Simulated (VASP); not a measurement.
Wanted: the native input for a VASP 6.6.1 run.

- Task: single point
- Functional: r2SCAN
- Potentials or basis: VASP PAW PBE potentials, release 64 (Pt)
- Cutoff: 520 eV
- k mesh: 22 × 22 × 22
- Occupations: gaussian, width 0.15 eV
- Spin: no spin polarisation
- Dipole correction: no
- Further INCAR settings: ALGO = Normal; EDIFF = 1e-06; NBANDS = 11

The system is Pt.

```
CELL_PARAMETERS angstrom
-1.63175 1.63175 1.53669
1.63175 -1.63175 1.53669
1.63175 1.63175 -1.53669
ATOMIC_POSITIONS crystal
Pt 0.00000 0.00000 0.00000
```

This cell differs from its parent crystal: strain +0.030 along x and y, -0.030 along z.

One way to write it, as run:

POSCAR

```
Pt
1.0
   -1.6317466000      1.6317466000      1.5366934000
    1.6317466000     -1.6317466000      1.5366934000
    1.6317466000      1.6317466000     -1.5366934000
Pt
1
Direct
    0.0000000000      0.0000000000      0.0000000000
```

INCAR.step1

```
ALGO = Normal ; EDIFF = 1E-4
ENCUT = 520 ; GGA = PE
ISMEAR = 0 ; LASPH = True
LCHARG = False ; LREAL = False
LWAVE = True ; NBANDS = 11
NELM = 100 ; PREC = Accurate
SIGMA = 0.15
```

INCAR.step2

```
ALGO = Normal ; EDIFF = 1E-6
ENCUT = 520 ; ISIF = 2
ISMEAR = 0 ; ISTART = 1
LASPH = True ; LCHARG = True
LELF = True ; LMIXTAU = True
LREAL = False ; LVHAR = True
LWAVE = False ; METAGGA = R2SCAN
NBANDS = 11 ; NELM = 100
PREC = Accurate ; SIGMA = 0.15
```

KPOINTS

```
k-points
0
Gamma
  22 22 22
```

Potentials or basis: VASP PAW PBE potentials, release 64 (Pt).

Command:

```bash
$ cat potpaw_PBE.64/Pt/POTCAR > POTCAR
$ cp INCAR.step1 INCAR
$ mpirun -np 1 vasp_std > vasp.out
$ cp INCAR.step2 INCAR
$ mpirun -np 1 vasp_std > vasp.out
```

It gave:

| Property | Result |
| --- | --- |
| Pressure | -12.2 GPa |
| Band gap on the k mesh | zero (band 5 reaches 10.36 eV, above the bottom of band 6 at 8.17 eV) |

Caveat: the cell differs from its parent crystal (strain +0.030 along x and y, -0.030 along z); the PAW data sets were made with another functional, which shifts forces and pressure a little; spin-orbit coupling is left out, which moves the levels of the heavy elements.

It took 6.3 min on 1 thread of AMD EPYC 9R45 96-Core Processor (Zen 5), with other jobs on the host, peak memory 0.24 GiB.
